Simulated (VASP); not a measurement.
BeSn2S3:

```
Be Sn S
1.0
     3.52172   -3.06632    0.00000
     3.52172    3.06632    0.00000
    -0.17813    0.00000    6.60535
Be Sn S
1 2 3
Direct
  0.50000 0.50000 0.50000
  0.00000 0.00000 0.00000
  0.50000 0.50000 0.00000
  0.83263 0.83263 0.74213
  0.16737 0.16737 0.25787
  0.00000 0.00000 0.50000
```

The cell was generated, and may not be a known phase.

```yaml
Program: VASP 6.6.1
Task: relaxation of cell and atoms
Functional: PBE
Potentials_or_basis: VASP PAW PBE potentials, release 64 (Be, Sn_d, S)
Cutoff: 600 eV
k_mesh: 3 × 3 × 2
Occupations: gaussian, width 0.15 eV
Spin: no spin polarisation
```

At the start: pressure 17.3 GPa; volume 23.78 Å³/atom.

Where does the relaxation end?

Over 19 steps the energy falls by 1201.4 meV/atom and the volume is 24.24 Å³/atom (+2.0 %); space group C2/m (No. 12, to 0.1 Å) before and after.

Step by step:
| step | energy change (eV) | largest force (eV/Å) | pressure (GPa) | volume (Å³) |
| --- | --- | --- | --- | --- |
| 1 | 0.0000 | 7.8578 | 17.30 | 142.66 |
| 2 | -2.9995 | 0.6607 | -6.93 | 198.96 |
| 3 | -3.7042 | 1.7374 | -3.03 | 172.94 |
| 4 | -4.4509 | 1.7597 | -3.46 | 163.14 |
| 5 | -5.3995 | 2.3255 | 3.88 | 133.96 |
| 6 | -5.4804 | 2.3978 | 0.07 | 142.01 |
| 7 | -6.0064 | 1.9512 | 0.95 | 137.26 |
| 8 | -6.3904 | 0.5117 | 5.60 | 128.22 |
| 9 | -6.7746 | 1.2190 | 4.79 | 132.08 |
| 10 | -6.7831 | 1.6765 | 5.07 | 133.37 |
| 11 | -7.1402 | 0.2085 | 0.05 | 142.90 |
| 12 | -7.1459 | 0.2200 | -0.56 | 144.46 |
| 13 | -7.1786 | 0.1429 | -0.11 | 144.04 |
| 14 | -7.1916 | 0.0726 | 0.42 | 143.56 |
| 15 | -7.2020 | 0.0716 | 0.16 | 144.51 |
| 16 | -7.2054 | 0.1323 | -0.11 | 145.54 |
| 17 | -7.2054 | 0.1270 | -0.09 | 145.47 |
| 18 | -7.2075 | 0.0860 | -0.09 | 145.46 |
| 19 | -7.2086 | 0.0559 | -0.09 | 145.45 |

Final structure:
```xyz
6
Lattice="3.0337 -3.0542 -0.1042 3.0337 3.0542 -0.1042 -0.2724 0.0000 7.8584" Properties=species:S:1:pos:R:3 pbc="T T T"
Be    2.8975    0.0000    3.8250
Sn    0.0000    0.0000    0.0000
Sn    3.0337    0.0000   -0.1042
S     4.1611    0.0000    5.3131
S     1.6338    0.0000    2.3370
S    -0.1362    0.0000    3.9292
```

Caveat: the k points lie up to 0.49 Å⁻¹ apart in the final cell, too coarse for converged energies and pressures of a metal; a cell axis changed by over 15 % at a fixed basis, so the end point is rough; the relaxation stopped at a loose force limit of 0.08 eV/Å, so its end isn't a converged minimum.
